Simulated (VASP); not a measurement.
The system is Li2ZrO2.

```
Li Zr O
1.0
     3.25064    0.00000    0.00000
    -1.62532    2.81514    0.00000
     0.00000    0.00000    5.36071
Li Zr O
2 1 2
Cartesian
  1.6253 0.9384 1.9759
  0.0000 1.8768 3.3848
  0.0000 0.0000 0.0000
  0.0000 1.8768 1.3253
  1.6253 0.9384 4.0354
```

| Property | Result |
| --- | --- |
| Program | VASP 6.6.1 |
| Task | relaxation of cell and atoms |
| Functional | PBE |
| Potentials or basis | VASP PAW PBE potentials, release 64 (Li_sv, Zr_sv, O) |
| Cutoff | 600 eV |
| k mesh | 6 × 6 × 4 |
| Occupations | gaussian, width 0.1 eV |
| Spin | no spin polarisation |

At the start: pressure 2.1 GPa; volume 9.81 Å³/atom.

**Question.** How do energy, volume and symmetry change on relaxing?

**Answer.** Over 8 steps the energy falls by 118.0 meV/atom and the volume is 9.67 Å³/atom (-1.4 %); space group P-3m1 (No. 164, to 0.05 Å).

Step by step:
```csv
step,energy change (eV),largest force (eV/Å),pressure (GPa),volume (Å³)
1,0.0000,1.3903,2.08,49.06
2,-0.3273,0.7310,-2.81,49.92
3,-0.4839,0.5080,-6.78,50.91
4,-0.5193,0.9032,1.59,47.62
5,-0.5517,0.7249,-2.15,48.92
6,-0.5874,0.0209,1.14,47.93
7,-0.5877,0.0824,0.89,48.01
8,-0.5902,0.0350,-0.03,48.37
```

Final structure:
```
Li Zr O
1.0
     3.07916    0.00000    0.00000
    -1.53958    2.66663    0.00000
     0.00000    0.00000    5.89103
Li Zr O
2 1 2
Direct
  0.66667 0.33333 0.37516
  0.33333 0.66667 0.62484
  0.00000 0.00000 0.00000
  0.33333 0.66667 0.26925
  0.66667 0.33333 0.73075
```

Caveat: the k points lie up to 0.39 Å⁻¹ apart in the final cell; the cutoff is under 1.25 times the usual one of these potentials, so pressure, stress and relaxed cells hold a basis-set (Pulay) error.
